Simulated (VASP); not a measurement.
# TlCrF4 (I4/mmm) in VASP: single point with PBE

Aim: the single point of TlCrF4 with PBE.

Everything below comes from runs of VASP 6.6.1. Logs are shortened: lines on timing, memory, paths and dates and some standing lists are left out, and cuts for length are marked.

### 1 The cell of the first run

It takes space group I4/mmm (No. 139, tetragonal). Conventional cell: a = 6.500 Å, b = 6.500 Å, c = 7.000 Å, α = 90.00°, β = 90.00°, γ = 90.00°. Cr (site symmetry 4/mmm) has 16 F at 3.45 to 4.07 Å and 6 Tl at 3.50 to 4.60 Å within 4.6 Å. Tl (site symmetry 4/mmm) has 4 F at 2.08 Å within 2.8 Å. Within 2.8 Å of F (site symmetry m2m) lie 1 Tl at 2.08 Å and 1 F at 2.34 Å.

The cell was generated, and may not be a known phase.

### 2 Single point, PBE, collinear spin, ferromagnetic start

The input, INCAR:

```
PREC = Accurate
ENCUT = 700
EDIFF = 1E-6
ISMEAR = 0
SIGMA = 0.15
LREAL = F
LASPH = T
NELM = 200
ALGO = Normal
ISIF = 2
LWAVE = F
LCHARG = T
ISPIN = 2
MAGMOM = 3 0 0 0 0 0
LORBIT = 11
LMAXMIX = 4
GGA = PE
LELF = T
LVHAR = T
NBANDS = 40
GGA_COMPAT = F
```

The input, KPOINTS:

```
regular mesh
0
Gamma
  3 3 3
```

The input, POSCAR:

```
TlCrF4
1.0
   -3.2499106872      3.2499106872      3.5002219836
    3.2499106872     -3.2499106872      3.5002219836
    3.2499106872      3.2499106872     -3.5002219836
Cr Tl F
1 1 4
Direct
    0.5000000000      0.5000000000      0.0000000000
    0.0000000000      0.0000000000      0.0000000000
    0.0000000000      0.3200483192      0.3200483192
    0.0000000000      0.6799516808      0.6799516808
    0.3200483192      0.0000000000      0.3200483192
    0.6799516808      0.0000000000      0.6799516808
```

Potentials or basis: VASP PAW PBE potentials, release 64 (Cr_sv, Tl_d, F).

Run with:

```
$ cat potpaw_PBE.64/Cr_sv/POTCAR potpaw_PBE.64/Tl_d/POTCAR potpaw_PBE.64/F/POTCAR > POTCAR
$ mpirun -np 1 vasp_std > vasp.out
```

OUTCAR:

```text
PREC = Accurate
   ENCUT = 700
   EDIFF = 1E-6
   ISMEAR = 0
   LREAL = F
   LASPH = T
   NELM = 200
   ISIF = 2
   ISPIN = 2
   LORBIT = 11
   GGA = PE

 ion  position               nearest neighbor table
   1  0.500  0.500  0.000-
   2  0.000  0.000  0.000-   3 2.08   4 2.08   5 2.08   6 2.08
   3  0.000  0.320  0.320-   2 2.08
   4  0.000  0.680  0.680-   2 2.08
   5  0.320  0.000  0.320-   2 2.08
   6  0.680  0.000  0.680-   2 2.08

  LATTYP: Found a body centered tetragonal cell.
 ALAT       =     6.4998213744
 C/A-ratio  =     1.0770209770

  Lattice vectors:

 A1 = (  -3.2499106872,   3.2499106872,   3.5002219836)
 A2 = (   3.2499106872,  -3.2499106872,   3.5002219836)
 A3 = (   3.2499106872,   3.2499106872,  -3.5002219836)

Analysis of symmetry for initial positions (statically):
=====================================================================
 Subroutine PRICEL returns:
 Original cell was already a primitive cell.

 Routine SETGRP: Setting up the symmetry group for a
 body centered tetragonal supercell.

 Subroutine GETGRP returns: Found 16 space group operations
 (whereof 16 operations were pure point group operations)
 out of a pool of 16 trial point group operations.

The static configuration has the point symmetry D_4h.

Analysis of symmetry for dynamics (positions and initial velocities):
=====================================================================
 Subroutine PRICEL returns:
 Original cell was already a primitive cell.

 Routine SETGRP: Setting up the symmetry group for a
 body centered tetragonal supercell.

 Subroutine GETGRP returns: Found 16 space group operations
 (whereof 16 operations were pure point group operations)
 out of a pool of 16 trial point group operations.

The dynamic configuration has the point symmetry D_4h.

Analysis of structural, dynamic, and magnetic symmetry:
=====================================================================
 Subroutine PRICEL returns:
 Original cell was already a primitive cell.

 Routine SETGRP: Setting up the symmetry group for a
 body centered tetragonal supercell.

 Subroutine GETGRP returns: Found 16 space group operations
 (whereof 16 operations were pure point group operations)
 out of a pool of 16 trial point group operations.

The overall configuration has the point symmetry D_4h.

 Subroutine INISYM returns: Found 16 space group operations
 (whereof 16 operations are pure point group operations),
 and found     1 'primitive' translations

----------------------------------------------------------------------------------------

                                     Primitive cell

  volume of cell :     147.8763

  direct lattice vectors                    reciprocal lattice vectors
    -3.249910687  3.249910687  3.500221984     0.000000000  0.153850382  0.142848083
     3.249910687 -3.249910687  3.500221984     0.153850382  0.000000000  0.142848083
     3.249910687  3.249910687 -3.500221984     0.153850382  0.153850382  0.000000000

  length of vectors
     5.777144008  5.777144008  5.777144008     0.209941694  0.209941694  0.217577296

  position of ions in fractional coordinates (direct lattice)
     0.500000000  0.500000000  0.000000000
     0.000000000  0.000000000  0.000000000
     0.000000000  0.320048319  0.320048319
     0.000000000  0.679951681  0.679951681
     0.320048319  0.000000000  0.320048319
     0.679951681  0.000000000  0.679951681

  ion indices of the primitive-cell ions
   primitive index   ion index
                 1           1
                 2           2
                 3           3
                 4           4
                 5           5
                 6           6

----------------------------------------------------------------------------------------

 KPOINTS: regular mesh

Automatic generation of k-mesh.
 Grid dimensions read from file:
 generate k-points for:    3    3    3

 Generating k-lattice:

  Cartesian coordinates                     Fractional coordinates (reciprocal lattice)
     0.000000000  0.051283461  0.047616028     0.333333333  0.000000000 -0.000000000
     0.051283461  0.000000000  0.047616028     0.000000000  0.333333333 -0.000000000
     0.051283461  0.051283461  0.000000000     0.000000000  0.000000000  0.333333333

  Length of vectors
     0.069980565  0.069980565  0.072525765

  Shift w.r.t. Gamma in fractional coordinates (k-lattice)
     0.000000000  0.000000000  0.000000000

 Subroutine IBZKPT returns following result:
 ===========================================

 Found      6 irreducible k-points:

 Following reciprocal coordinates:
            Coordinates               Weight
  0.000000  0.000000  0.000000      1.000000
  0.333333  0.000000 -0.000000      8.000000
  0.333333  0.333333 -0.000000      8.000000
 -0.333333  0.333333  0.000000      4.000000
 -0.333333  0.333333  0.333333      4.000000
 -0.333333 -0.333333  0.333333      2.000000
   k-points           NKPTS =      6   k-points in BZ     NKDIM =      6   number of bands    NBANDS=     40
   number of dos      NEDOS =    301   number of ions     NIONS =      6
   total plane-waves  NPLWV = 125000
   dimension x,y,z NGX =    50 NGY =   50 NGZ =   50
   dimension x,y,z NGXF=   100 NGYF=  100 NGZF=  100
   ions per type =               1   1   4
   NGX,Y,Z   is equivalent  to a cutoff of  14.39, 14.39, 14.39 a.u.
   NGXF,Y,Z  is equivalent  to a cutoff of  28.78, 28.78, 28.78 a.u.
 SYSTEM =  unknown system
   PREC   = accura    normal or accurate (medium, high low for compatibility)
   ISTART =      0    job   : 0-new  1-cont  2-samecut
   ICHARG =      2    charge: 1-file 2-atom 10-const
   ISPIN  =      2    spin polarized calculation?
   LNONCOLLINEAR =      F non collinear calculations
   LSORBIT =      F    spin-orbit coupling
   LASPH  =      T    aspherical Exc in radial PAW
   ENCUT  =  700.0 eV  51.45 Ry    7.17 a.u.  12.46 12.46 12.46*2*pi/ulx,y,z
   NELM   =    200;   NELMIN=  2; NELMDL= -5     # of ELM steps
   EDIFF  = 0.1E-05   stopping-criterion for ELM
   LREAL  =      F    real-space projection
   EDIFFG = 0.1E-04   stopping-criterion for IOM
   NSW    =      0    number of steps for IOM
   IBRION =     -1    ionic relax: 0-MD 1-quasi-New 2-CG
   NFREE  =      0    steps in history (QN), initial steepest desc. (CG)
   ISIF   =      2    stress and relaxation
   ISYM   =      2    0-nonsym 1-usesym 2-fastsym
   POTIM  = 0.5000    time-step for ionic-motion
   TEBEG  =    0.0;   TEEND  =   0.0 temperature during run
   PSTRESS=    0.0 pullay stress
   NELECT =      55.0000    total number of electrons
   NUPDOWN=      -1.0000    fix difference up-down
   EMIN   =  10.00;   EMAX   =-10.00  energy-range for DOS
   EFERMI =   0.00;   METHOD = LEGACY
   ISMEAR =     0;   SIGMA  =   0.15  broadening in eV -4-tet -1-fermi 0-gaus
   EFERMI_NEDOS =   21; number of points for ismear=-14 and -15
   IALGO  =     38    algorithm
   IMIX   =      4    mixing-type and parameters
     AMIX     =   0.40;   BMIX     =  1.00
     AMIX_MAG =   1.60;   BMIX_MAG =  1.00
  volume/ion in A,a.u.               =      24.65       166.32
  Fermi-wavevector in a.u.,A,eV,Ry     =   1.177325  2.224821 18.858946  1.386093
  Thomas-Fermi vector in A             =   2.313673
   LORBIT       =     11    0 simple, 1 ext, 2 COOP (PROOUT), +10 PAW based schemes
   GGA     = PE    functional components
   LHFCALC =     F    Hartree Fock is set to
   AEXX    =    0.0000 exact exchange contribution
   IVDW    =     0    specifies the selected vdW correction
   LEPSILON=     F    determine dielectric tensor
   LRPA    =     F    only Hartree local field effects (RPA)
 spin polarized calculation
 Gauss-broadening in eV      SIGMA  =   0.15
  energy-cutoff  :      700.00
  volume of cell :      147.88
 maximum number of plane-waves:      6255
 NGX is ok and might be reduce to    50
   NGX = 25   NGY = 25   NGZ = 25

 number of electron      55.0000006 magnetization       4.9936974

 Free energy of the ion-electron system (eV)
  ---------------------------------------------------
  ext. energy  EPLUGINS =         0.00000000
  ---------------------------------------------------
  free energy    TOTEN  =       -23.70582537 eV

  energy without entropy =      -23.69497265  energy(sigma->0) =      -23.70039901

 E-fermi :  -0.4208     XC(G=0):  -7.2091

 val. band max:       -0.5816718362   @ k =   0.0000   0.0000   0.0000
 cond. band min:      -0.2805301013   @ k =   0.0000   0.0000   0.0000
 fundamental gap:      0.3011417349
 Fermi energy:        -0.4208447554

 spin component 1

 k-point     1 :       0.0000    0.0000    0.0000
  band No.  band energies     occupation
      1     -72.2259      1.00000
      2     -43.7845      1.00000
      3     -43.6288      1.00000
      4     -43.6288      1.00000
      5     -22.3994      1.00000
      6     -22.2095      1.00000
[... 31 lines left out ...]
     38       8.6916      0.00000
     39       8.6916      0.00000

 k-point     2 :       0.3333    0.0000   -0.0000
  band No.  band energies     occupation
      1     -72.2259      1.00000
      2     -43.7845      1.00000
      3     -43.6288      1.00000
      4     -43.6288      1.00000
      5     -22.3446      1.00000
      6     -22.1628      1.00000
[... 157 lines left out ...]
     38       9.0539      0.00000
     39       9.2292      0.00000

 k-point     6 :      -0.3333   -0.3333    0.3333
  band No.  band energies     occupation
      1     -72.2259      1.00000
      2     -43.7845      1.00000
      3     -43.6288      1.00000
      4     -43.6288      1.00000
      5     -22.3846      1.00000
      6     -22.2218      1.00000
[... 31 lines left out ...]
     38       8.2760      0.00000
     39       8.9870      0.00000
 Fermi energy:        -0.4208447554

 spin component 2

 k-point     1 :       0.0000    0.0000    0.0000
  band No.  band energies     occupation
      1     -67.8395      1.00000
      2     -39.6212      1.00000
      3     -39.2003      1.00000
      4     -39.2003      1.00000
      5     -22.3808      1.00000
      6     -22.1902      1.00000
[... 31 lines left out ...]
     38       8.7994      0.00000
     39       8.7994      0.00000

 k-point     2 :       0.3333    0.0000   -0.0000
  band No.  band energies     occupation
      1     -67.8395      1.00000
      2     -39.6212      1.00000
      3     -39.2003      1.00000
      4     -39.2003      1.00000
      5     -22.3258      1.00000
      6     -22.1434      1.00000
[... 157 lines left out ...]
     38       9.5391      0.00000
     39       9.5914      0.00000

 k-point     6 :      -0.3333   -0.3333    0.3333
  band No.  band energies     occupation
      1     -67.8395      1.00000
      2     -39.6212      1.00000
      3     -39.2003      1.00000
      4     -39.2003      1.00000
      5     -22.3658      1.00000
      6     -22.2026      1.00000
[... 31 lines left out ...]
     38       8.9168      0.00000
     39       9.1053      0.00000
 [bands above 39 left out]

------------------------ aborting loop because EDIFF is reached ----------------------------------------

  FORCE on cell =-STRESS in cart. coord.  units (eV):
  Direction    XX          YY          ZZ          XY          YZ          ZX
  --------------------------------------------------------------------------------------
  -------------------------------------------------------------------------------------
  Total        0.0376708      0.0376708      0.2390187      0.0000000     -0.0000000      0.0000000
  in kB        0.4081472      0.4081472      2.5896675      0.0000000     -0.0000000      0.0000000
  external PRESSURE =       1.1353206 kB  Pullay stress =       0.0000000 kB

 VOLUME and BASIS-vectors are now :
 -----------------------------------------------------------------------------
  energy-cutoff  :      700.00
  volume of cell :      147.88
      direct lattice vectors                 reciprocal lattice vectors
    -3.249910687  3.249910687  3.500221984     0.000000000  0.153850382  0.142848083
     3.249910687 -3.249910687  3.500221984     0.153850382  0.000000000  0.142848083
     3.249910687  3.249910687 -3.500221984     0.153850382  0.153850382  0.000000000

 POSITION                                       TOTAL-FORCE (eV/Angst)
 -----------------------------------------------------------------------------------
      0.00000      0.00000      3.50022        -0.000000      0.000000      0.000000
      0.00000      0.00000      0.00000        -0.000000      0.000000     -0.000000
      2.08026      0.00000      0.00000         0.081143      0.000000      0.000000
      4.41956      0.00000      0.00000        -0.081143     -0.000000     -0.000000
      0.00000      2.08026      0.00000        -0.000000      0.081143      0.000000
      0.00000      4.41956      0.00000        -0.000000     -0.081143     -0.000000
 -----------------------------------------------------------------------------------
    total drift:                                0.000000      0.000000     -0.000000

  FREE ENERGIE OF THE ION-ELECTRON SYSTEM (eV)
  ---------------------------------------------------
  free  energy   TOTEN  =       -23.7058253667 eV

  energy  without entropy=      -23.6949726454  energy(sigma->0) =      -23.70039901

 total charge

# of ion       s       p       d       tot
------------------------------------------
    1        2.018   5.898   3.967  11.882
    2        0.832   0.488   9.838  11.158
    3        1.743   4.271   0.000   6.015
    4        1.743   4.271   0.000   6.015
    5        1.743   4.271   0.000   6.015
    6        1.743   4.271   0.000   6.015
--------------------------------------------------
tot          9.824  23.471  13.805  47.099

 magnetization (x)

# of ion       s       p       d       tot
------------------------------------------
    1        0.025   0.007   3.959   3.992
    2        0.000   0.011   0.008   0.019
    3        0.001   0.009   0.000   0.010
    4        0.001   0.009   0.000   0.010
    5        0.001   0.009   0.000   0.010
    6        0.001   0.009   0.000   0.010
--------------------------------------------------
tot          0.028   0.056   3.967   4.050
```

Wall time 5.3 min (1 thread of Intel Xeon Platinum 8259CL at 2.50GHz (Skylake/Cascade Lake), shared host); peak memory 0.49 GiB.

Results:

```
Free energy                                           : -23.7058 eV
Pressure                                              : 0.1 GPa
Largest force                                         : 0.081 eV/Å
Band gap on the k mesh                                : 0.03 eV (least direct gap 0.04 eV)
Net moment                                            : 4.99 μB per cell
Site moments                                          : Cr +3.99; Tl +0.02; F +0.01 μB
Valence electrons inside the program's atomic spheres : Cr 11.88; Tl 11.16; F 6.01
```

Forces on the atoms (eV/Å):
```
Cr   0.000  0.000  0.000
Tl   0.000  0.000  0.000
F    0.081  0.000  0.000
F   -0.081  0.000  0.000
F    0.000  0.081  0.000
F    0.000 -0.081  0.000
```

Caveat: the k points lie up to 0.44 Å⁻¹ apart; the smearing spreads over this small gap; spin-orbit coupling is left out, which moves the levels of the heavy elements; a cell with one magnetic atom can't hold antiferromagnetic order, which such compounds often take.

The gap in the log of VASP goes by the Fermi energy; the results here count the filled bands.